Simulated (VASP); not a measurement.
# W (I4/mmm) in VASP: a series of runs

The runs below take W through single point, with r2SCAN.

Everything below comes from runs of VASP 6.6.1. Logs are shortened: lines on timing, memory, paths and dates and some standing lists are left out, and cuts for length are marked.

### Step 1. The cell of the first run

The structure is tetragonal, space group I4/mmm (No. 139). Conventional cell: a = 2.871 Å, b = 2.871 Å, c = 3.451 Å, α = 90.00°, β = 90.00°, γ = 90.00°. W (site symmetry 4/mmm) has 14 W at 2.66 to 3.45 Å within 3.5 Å.

### Step 2. Single point, r2SCAN (strain -0.1500 x Voigt [0, 1, 0, 0, 0, 0])

POSCAR

```
W
1.0
    0.0000000000      1.7255000000      2.0300000000
    2.0300000000      0.0000000000      2.0300000000
    2.0300000000      1.7255000000      0.0000000000
W
1
Direct
    0.0000000000      0.0000000000      0.0000000000
```

INCAR.step1

```
SYSTEM = W
ALGO = Normal ; EDIFF = 1E-4
ENCUT = 520 ; GGA = PE
ISMEAR = 0 ; LASPH = .True.
LCHARG = .False. ; LREAL = .False.
LWAVE = .True. ; NBANDS = 13
NELM = 60 ; PREC = Accurate
SIGMA = 0.15
```

INCAR.step2

```
SYSTEM = W
ALGO = Normal ; EDIFF = 1E-6
ENCUT = 520 ; ISIF = 2
ISMEAR = 0 ; ISTART = 1
LASPH = .True. ; LCHARG = .True.
LELF = .True. ; LMIXTAU = .True.
LREAL = .False. ; LVHAR = .True.
LWAVE = .False. ; METAGGA = R2SCAN
NBANDS = 13 ; NELM = 60
PREC = Accurate ; SIGMA = 0.15
```

KPOINTS

```
k-points
0
Gamma
  20 20 20
  0 0 0
```

Potentials or basis: VASP PAW PBE potentials, release 64 (W_sv).

Launch:

```
$ cat potpaw_PBE.64/W_sv/POTCAR > POTCAR
$ cp INCAR.step1 INCAR
$ mpirun -np 1 vasp_std > vasp.out
$ cp INCAR.step2 INCAR
$ mpirun -np 1 vasp_std > vasp.out
```

OUTCAR:

```text
SYSTEM = W
   EDIFF = 1E-6
   ENCUT = 520
   ISIF = 2
   ISMEAR = 0
   ISTART = 1
   LASPH = .True.
   LREAL = .False.
   METAGGA = R2SCAN
   NELM = 60
   PREC = Accurate

 ion  position               nearest neighbor table
   1  0.000  0.000  0.000-

  LATTYP: Found a body centered tetragonal cell.
 ALAT       =     2.8708535316
 C/A-ratio  =     1.2020815280

  Lattice vectors:

 A1 = (   0.0000000000,  -1.7255000000,   2.0300000000)
 A2 = (   0.0000000000,  -1.7255000000,  -2.0300000000)
 A3 = (   2.0300000000,   1.7255000000,   0.0000000000)

Analysis of symmetry for initial positions (statically):
=====================================================================
 Subroutine PRICEL returns:
 Original cell was already a primitive cell.

 Routine SETGRP: Setting up the symmetry group for a
 body centered tetragonal supercell.

 Subroutine GETGRP returns: Found 16 space group operations
 (whereof 16 operations were pure point group operations)
 out of a pool of 16 trial point group operations.

The static configuration has the point symmetry D_4h.

Analysis of symmetry for dynamics (positions and initial velocities):
=====================================================================
 Subroutine PRICEL returns:
 Original cell was already a primitive cell.

 Routine SETGRP: Setting up the symmetry group for a
 body centered tetragonal supercell.

 Subroutine GETGRP returns: Found 16 space group operations
 (whereof 16 operations were pure point group operations)
 out of a pool of 16 trial point group operations.

The dynamic configuration has the point symmetry D_4h.

 Subroutine INISYM returns: Found 16 space group operations
 (whereof 16 operations are pure point group operations),
 and found     1 'primitive' translations

----------------------------------------------------------------------------------------

                                     Primitive cell

  volume of cell :      14.2212

  direct lattice vectors                    reciprocal lattice vectors
     0.000000000  1.725500000  2.030000000    -0.246305419  0.289771081  0.246305419
     2.030000000  0.000000000  2.030000000     0.246305419 -0.289771081  0.246305419
     2.030000000  1.725500000  0.000000000     0.246305419  0.289771081 -0.246305419

  length of vectors
     2.664254164  2.870853532  2.664254164     0.453100428  0.453100428  0.453100428

  position of ions in fractional coordinates (direct lattice)
     0.000000000  0.000000000  0.000000000

  ion indices of the primitive-cell ions
   primitive index   ion index
                 1           1

----------------------------------------------------------------------------------------

 KPOINTS: k-points

Automatic generation of k-mesh.
 Grid dimensions read from file:
 generate k-points for:   20   20   20

 Generating k-lattice:

  Cartesian coordinates                     Fractional coordinates (reciprocal lattice)
    -0.012315271  0.014488554  0.012315271     0.050000000  0.000000000 -0.000000000
     0.012315271 -0.014488554  0.012315271     0.000000000  0.050000000  0.000000000
     0.012315271  0.014488554 -0.012315271    -0.000000000  0.000000000  0.050000000

  Length of vectors
     0.022655021  0.022655021  0.022655021

  Shift w.r.t. Gamma in fractional coordinates (k-lattice)
     0.000000000  0.000000000  0.000000000

 Subroutine IBZKPT returns following result:
 ===========================================

 Found    641 irreducible k-points:

 Following reciprocal coordinates:
            Coordinates               Weight
  0.000000  0.000000  0.000000      1.000000
  0.050000  0.000000  0.000000      8.000000
  0.100000  0.000000  0.000000      8.000000
  0.150000  0.000000  0.000000      8.000000
  0.200000  0.000000  0.000000      8.000000
  0.250000  0.000000  0.000000      8.000000
[... 16 lines left out ...]
 -0.400000  0.050000  0.000000     16.000000
 -0.350000  0.050000 -0.000000     16.000000
 [... further k-points ...]
   k-points           NKPTS =    641   k-points in BZ     NKDIM =    641   number of bands    NBANDS=     13
   number of dos      NEDOS =    301   number of ions     NIONS =      1
   total plane-waves  NPLWV =   9600
   dimension x,y,z NGX =    20 NGY =   24 NGZ =   20
   dimension x,y,z NGXF=    40 NGYF=   48 NGZF=   40
   ions per type =               1
   NGX,Y,Z   is equivalent  to a cutoff of  12.48, 13.90, 12.48 a.u.
   NGXF,Y,Z  is equivalent  to a cutoff of  24.96, 27.80, 24.96 a.u.
 SYSTEM =  W
   PREC   = accura    normal or accurate (medium, high low for compatibility)
   ISTART =      1    job   : 0-new  1-cont  2-samecut
   ICHARG =      0    charge: 1-file 2-atom 10-const
   ISPIN  =      1    spin polarized calculation?
   LNONCOLLINEAR =      F non collinear calculations
   LSORBIT =      F    spin-orbit coupling
   LASPH  =      T    aspherical Exc in radial PAW
   ENCUT  =  520.0 eV  38.22 Ry    6.18 a.u.   4.95  5.34  4.95*2*pi/ulx,y,z
   NELM   =     60;   NELMIN=  2; NELMDL=  0     # of ELM steps
   EDIFF  = 0.1E-05   stopping-criterion for ELM
   LREAL  =      F    real-space projection
   EDIFFG = 0.1E-04   stopping-criterion for IOM
   NSW    =      0    number of steps for IOM
   IBRION =     -1    ionic relax: 0-MD 1-quasi-New 2-CG
   NFREE  =      0    steps in history (QN), initial steepest desc. (CG)
   ISIF   =      2    stress and relaxation
   ISYM   =      2    0-nonsym 1-usesym 2-fastsym
   POTIM  = 0.5000    time-step for ionic-motion
   TEBEG  =    0.0;   TEEND  =   0.0 temperature during run
   PSTRESS=    0.0 pullay stress
   NELECT =      14.0000    total number of electrons
   NUPDOWN=      -1.0000    fix difference up-down
   EMIN   =  10.00;   EMAX   =-10.00  energy-range for DOS
   EFERMI =   0.00;   METHOD = LEGACY
   ISMEAR =     0;   SIGMA  =   0.15  broadening in eV -4-tet -1-fermi 0-gaus
   EFERMI_NEDOS =   21; number of points for ismear=-14 and -15
   IALGO  =     38    algorithm
   IMIX   =      4    mixing-type and parameters
     AMIX     =   0.40;   BMIX     =  1.00
     AMIX_MAG =   1.60;   BMIX_MAG =  1.00
  volume/ion in A,a.u.               =      14.22        95.97
  Fermi-wavevector in a.u.,A,eV,Ry     =   1.628565  3.077542 36.085709  2.652225
  Thomas-Fermi vector in A             =   2.721175
   LORBIT       =      0    0 simple, 1 ext, 2 COOP (PROOUT), +10 PAW based schemes
   METAGGA = R2SCAN    functional components
   LHFCALC =     F    Hartree Fock is set to
   AEXX    =    0.0000 exact exchange contribution
   IVDW    =     0    specifies the selected vdW correction
   LEPSILON=     F    determine dielectric tensor
   LRPA    =     F    only Hartree local field effects (RPA)
 non-spin polarized calculation
 Gauss-broadening in eV      SIGMA  =   0.15
  energy-cutoff  :      520.00
  volume of cell :       14.22
 maximum number of plane-waves:       410
   NGX =  9   NGY = 11   NGZ =  9

 number of electron      14.0000000 magnetization

 Free energy of the ion-electron system (eV)
  ---------------------------------------------------
  ext. energy  EPLUGINS =         0.00000000
  ---------------------------------------------------
  free energy    TOTEN  =       -50.78380361 eV

  energy without entropy =      -50.77740843  energy(sigma->0) =      -50.78060602

 E-fermi :  12.9044     XC(G=0): -15.6700

 val. band max:       12.9005115704   @ k =  -0.4500   0.0000   0.1500
 cond. band min:      12.9111219168   @ k =   0.2000  -0.2000   0.1500
 fundamental gap:      0.0106103464
 Fermi energy:        12.9043794119

 k-point     1 :       0.0000    0.0000    0.0000
  band No.  band energies     occupation
      1     -63.0297      2.00000
      2     -25.6951      2.00000
      3     -25.6951      2.00000
      4     -25.6717      2.00000
      5       2.2152      2.00000
      6      11.0258      2.00000
      7      11.0258      2.00000
      8      13.5548      0.00000
      9      13.6090      0.00000
     10      16.8435      0.00000
     11      26.4285      0.00000
     12      30.1995      0.00000
     13      30.1995      0.00000

 k-point     2 :       0.0500    0.0000    0.0000
  band No.  band energies     occupation
      1     -63.0242      2.00000
      2     -25.7405      2.00000
      3     -25.7066      2.00000
      4     -25.6809      2.00000
      5       2.3548      2.00000
      6      11.0065      2.00000
      7      11.0804      2.00000
      8      13.5027      0.00000
      9      13.5902      0.00000
     10      16.7534      0.00000
     11      26.7121      0.00000
     12      30.2596      0.00000
     13      30.4375      0.00000

 k-point     3 :       0.1000    0.0000    0.0000
  band No.  band energies     occupation
      1     -63.0080      2.00000
      2     -25.8914      2.00000
      3     -25.7400      2.00000
      4     -25.6869      2.00000
      5       2.7578      2.00000
      6      10.9249      2.00000
      7      11.1979      2.00000
      8      13.4085      0.00000
      9      13.5945      0.00000
     10      16.5269      0.00000
     11      27.4621      0.00000
     12      30.2878      0.00000
     13      31.1325      0.00000
[... 305 lines left out ...]
 k-point    23 :      -0.4000    0.0500    0.0000
  band No.  band energies     occupation
      1     -62.8106      2.00000
      2     -27.5245      2.00000
      3     -26.1477      2.00000
      4     -25.7491      2.00000
      5       5.7854      2.00000
      6       9.9706      2.00000
      7      12.5406      1.99939
      8      13.3872      0.00001
      9      17.2594      0.00000
     10      19.2215      0.00000
     11      25.3467      0.00000
     12      27.6168      0.00000
     13      34.0225      0.00000

 k-point    24 :      -0.3500    0.0500   -0.0000
  band No.  band energies     occupation
      1     -62.8326      2.00000
      2     -27.3565      2.00000
      3     -26.1071      2.00000
      4     -25.7391      2.00000
      5       5.7780      2.00000
      6      10.1640      2.00000
      7      11.6366      2.00000
      8      13.5597      0.00000
      9      16.6892      0.00000
     10      18.2743      0.00000
     11      25.6098      0.00000
     12      29.2809      0.00000
     13      35.4918      0.00000

 [... further k-points ...]

------------------------ aborting loop because EDIFF is reached ----------------------------------------

  FORCE on cell =-STRESS in cart. coord.  units (eV):
  Direction    XX          YY          ZZ          XY          YZ          ZX
  --------------------------------------------------------------------------------------
  -------------------------------------------------------------------------------------
  Total        5.9244692      1.9003594      5.9244692      0.0000000      0.0000000      0.0000000
  in kB      667.4565378    214.0963690    667.4565378      0.0000000      0.0000000      0.0000000
  external PRESSURE =     516.3364816 kB  Pullay stress =       0.0000000 kB

 VOLUME and BASIS-vectors are now :
 -----------------------------------------------------------------------------
  energy-cutoff  :      520.00
  volume of cell :       14.22
      direct lattice vectors                 reciprocal lattice vectors
     0.000000000  1.725500000  2.030000000    -0.246305419  0.289771081  0.246305419
     2.030000000  0.000000000  2.030000000     0.246305419 -0.289771081  0.246305419
     2.030000000  1.725500000  0.000000000     0.246305419  0.289771081 -0.246305419

 POSITION                                       TOTAL-FORCE (eV/Angst)
 -----------------------------------------------------------------------------------
      0.00000      0.00000      0.00000         0.000000      0.000000      0.000000
 -----------------------------------------------------------------------------------
    total drift:                               -0.000000     -0.000000     -0.000000

  FREE ENERGIE OF THE ION-ELECTRON SYSTEM (eV)
  ---------------------------------------------------
  free  energy   TOTEN  =       -50.7838036107 eV

  energy  without entropy=      -50.7774084301  energy(sigma->0) =      -50.78060602
```

Run time: 4.8 min. Hardware: 1 thread of AMD EPYC 9R45 (Zen 5), shared host; peak memory 0.2 GiB.

Results:

| Property | Result |
| --- | --- |
| Free energy | -50.7838 eV |
| Pressure | 51.6 GPa |
| Band gap on the k mesh | zero (bands 7 and 8 overlap by 6.96 eV) |

Caveat: the cell differs from its parent crystal (strain -0.1500 x Voigt [0, 1, 0, 0, 0, 0]); the stress differs along the axes, from 21 to 67 GPa; the PAW data sets were made with another functional, which shifts forces and pressure a little; spin-orbit coupling is left out, which moves the levels of the heavy elements.

### Step 3. Single point, r2SCAN (strain -0.1125 x Voigt [0, 1, 0, 0, 0, 0])

POSCAR

```
W
1.0
    0.0000000000      1.8016250000      2.0300000000
    2.0300000000      0.0000000000      2.0300000000
    2.0300000000      1.8016250000      0.0000000000
W
1
Direct
    0.0000000000      0.0000000000      0.0000000000
```

INCAR.step1

```
  ALGO = Normal
  EDIFF = 1E-4
  ENCUT = 520
  GGA = PE
  ISMEAR = 0
  LASPH = T
  LCHARG = F
  LREAL = F
  LWAVE = T
  NBANDS = 13
  NELM = 80
  PREC = Accurate
  SIGMA = 0.15
```

INCAR.step2

```
  ALGO = Normal
  EDIFF = 1E-6
  ENCUT = 520
  ISIF = 2
  ISMEAR = 0
  ISTART = 1
  LASPH = T
  LCHARG = T
  LELF = T
  LMIXTAU = T
  LREAL = F
  LVHAR = T
  LWAVE = F
  METAGGA = R2SCAN
  NBANDS = 13
  NELM = 80
  PREC = Accurate
  SIGMA = 0.15
```

KPOINTS

```
k-points
0
Gamma
  20 20 20
```

Potentials or basis: VASP PAW PBE potentials, release 64 (W_sv).

Launch:

```
$ cat potpaw_PBE.64/W_sv/POTCAR > POTCAR
$ cp INCAR.step1 INCAR
$ mpirun -np 1 vasp_std > vasp.out
$ cp INCAR.step2 INCAR
$ mpirun -np 1 vasp_std > vasp.out
```

Wall time 4.4 min (1 thread of AMD EPYC 9R45 (Zen 5), shared host); peak memory 0.2 GiB.

It converged, with:

```yaml
Free_energy: -50.8374 eV
Pressure: 32.4 GPa
Band_gap_on_the_k_mesh: zero (bands 7 and 8 overlap by 6.19 eV)
```

Stress tensor (GPa, compression positive):
```
45.12  0.00  0.00
 0.00  6.96  0.00
 0.00  0.00 45.12
```

Levels at points of the mesh, in eV from the Fermi level:
| k point | band 5 | band 6 | band 7 | band 8 | band 9 | band 10 |
| --- | --- | --- | --- | --- | --- | --- |
| (0.00, 0.00, 0.00) | -10.36 | -1.59 | -1.59 | 0.27 | 1.30 | 3.77 |
| (0.50, 0.00, 0.00) | -6.86 | -2.40 | -0.06 | 0.51 | 4.94 | 6.24 |
| (0.50, 0.50, 0.00) | -6.90 | -5.60 | 2.43 | 5.31 | 5.48 | 7.14 |
| (0.50, 0.00, 0.50) | -6.77 | -6.06 | 5.19 | 5.58 | 6.38 | 6.38 |

Caveat: the cell differs from its parent crystal (strain -0.1125 x Voigt [0, 1, 0, 0, 0, 0]); the stress differs along the axes, from 7 to 45 GPa; the PAW data sets were made with another functional, which shifts forces and pressure a little; spin-orbit coupling is left out, which moves the levels of the heavy elements.

### Step 4. Single point, r2SCAN (strain -0.0750 x Voigt [0, 1, 0, 0, 0, 0])

POSCAR

```
W
1.0
    0.0000000000      1.8777500000      2.0300000000
    2.0300000000      0.0000000000      2.0300000000
    2.0300000000      1.8777500000      0.0000000000
W
1
Direct
    0.0000000000      0.0000000000      0.0000000000
```

INCAR.step1

```
PREC = Accurate
ENCUT = 520
ISMEAR = 0
SIGMA = 0.15
LREAL = F
LASPH = T
NELM = 100
NBANDS = 13
GGA = PE
ALGO = Normal
EDIFF = 1E-4
LWAVE = T
LCHARG = F
```

INCAR.step2

```
PREC = Accurate
ENCUT = 520
EDIFF = 1E-7
ISMEAR = 0
SIGMA = 0.15
LREAL = F
LASPH = T
NELM = 100
ALGO = Normal
ISIF = 2
LWAVE = F
LCHARG = F
METAGGA = R2SCAN
LMIXTAU = T
NBANDS = 13
ISTART = 1
```

KPOINTS

```
regular mesh
0
Gamma
  20 20 20
```

Launch:

```
$ cat potpaw_PBE.64/W_sv/POTCAR > POTCAR
$ cp INCAR.step1 INCAR
$ mpirun -np 1 vasp_std > vasp.out
$ cp INCAR.step2 INCAR
$ mpirun -np 1 vasp_std > vasp.out
```

Wall time 6.7 min (1 thread of AMD EPYC 9R45 (Zen 5), shared host); peak memory 0.22 GiB.

The run converged. Its results:

- Free energy: -50.8439 eV
- Pressure: 16.4 GPa
- Band gap on the k mesh: zero (bands 7 and 8 overlap by 5.20 eV)

Stress tensor (GPa, compression positive):
```
26.12  0.00  0.00
 0.00 -2.98  0.00
 0.00  0.00 26.12
```

Levels at points of the mesh, in eV from the Fermi level:
```csv
k point,band 5,band 6,band 7,band 8,band 9,band 10
"(0.00, 0.00, 0.00)",-9.98,-1.21,-1.21,0.00,1.89,3.54
"(0.50, 0.00, 0.00)",-6.43,-1.75,-0.29,0.49,5.10,5.86
"(0.50, 0.50, 0.00)",-6.39,-5.26,2.63,5.42,5.66,6.75
"(0.50, 0.00, 0.50)",-6.28,-5.49,4.37,5.45,6.24,6.24
```

Caveat: the cell differs from its parent crystal (strain -0.0750 x Voigt [0, 1, 0, 0, 0, 0]); the stress differs along the axes, from -3 to 26 GPa; the PAW data sets were made with another functional, which shifts forces and pressure a little; spin-orbit coupling is left out, which moves the levels of the heavy elements.

[end of part 1 of 2]
